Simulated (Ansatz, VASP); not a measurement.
**SiSeF2 in VASP and in Ansatz**

Contents of INCAR:

```
SYSTEM = SiSeF2
ALGO = Normal
EDIFF = 1E-7
EDIFFG = -0.04
ENCUT = 600
GGA = PE
IBRION = 2
ISIF = 3
ISMEAR = 0
LASPH = .True.
LCHARG = .False.
LREAL = .False.
LWAVE = .False.
NELM = 80
NSW = 90
PREC = Accurate
SIGMA = 0.1
```

KPOINTS

```
k-points
0
Gamma
  4 4 4
  0 0 0
```

Contents of POSCAR:

```
SiSeF2
1.0
    2.9085937100     -3.1578874400      0.0000000000
    2.9085937100      3.1578874400      0.0000000000
    0.0000000000      0.0000000000      4.1065091200
Si Se F
1 1 2
Direct
    0.0000000000      0.0000000000      0.0000000000
    0.5000000000      0.5000000000      0.5000000000
    0.8461162200      0.1538837800      0.5000000000
    0.1538837800      0.8461162200      0.5000000000
```

Input for Ansatz:

```yaml
crystal:
  lattice:
    - [2.90859371, -3.15788744, 0.0]
    - [2.90859371, 3.15788744, 0.0]
    - [0.0, 0.0, 4.10650912]
  atoms:
    - { symbol: Si, position: [0.0, 0.0, 0.0] }
    - { symbol: Se, position: [0.5, 0.5, 0.5] }
    - { symbol: F, position: [0.84611622, 0.15388378, 0.5] }
    - { symbol: F, position: [0.15388378, 0.84611622, 0.5] }
basis:
  ecutwfc: 420
kpoints:
  mp_grid: { grid: [4, 4, 4] }
hamiltonian:
  xc: pbe
scf:
  occupations: { method: gaussian, width: 0.1 }
  lower_state_search: "off"
output:
  forces: true
  stress: true
  eigenvalues: true
relax:
  adjacent_minimum: "off"
  f_tol: 0.04
  max_steps: 70
  cell: { stress_tol: 0.4 }
```

Alike in both runs: task relaxation of cell and atoms; functional PBE; k mesh 4 × 4 × 4; occupations gaussian, width 0.1 eV; no spin polarisation.

|  | VASP | Ansatz |
| --- | --- | --- |
| version | VASP 6.6.1 | Ansatz 0.2.0 |
| potentials or method | VASP PAW PBE potentials, release 64 (Si, Se, F), cutoff 600 eV | scalar-relativistic, plane waves, PAW |
| valence electrons in the cell | 24 | 34 |

```tsv
	VASP	Ansatz	Ansatz less VASP
gap on the k mesh at the Fermi level, each at its own relaxed structure (eV)	none	none	-
relaxed volume (Å³/atom)	15.20	18.72	+3.519
relaxed length of the cell vector where the two differ most in proportion (Å)	4.989	5.911	+0.9218
```

A gap of «none» marks a metal or a gap that the smearing closes. One of these differences is far larger than is usual between the two programs; its cause wasn't traced. VASP's potentials hold 24 valence electrons a cell and Ansatz's 34, so a difference there can come from the potentials and not from the codes.

The k mesh is coarse, so the values compare programs but aren't converged. Noted on VASP's run: the volume moved by over 15 % at a fixed basis, so the end points are rough.
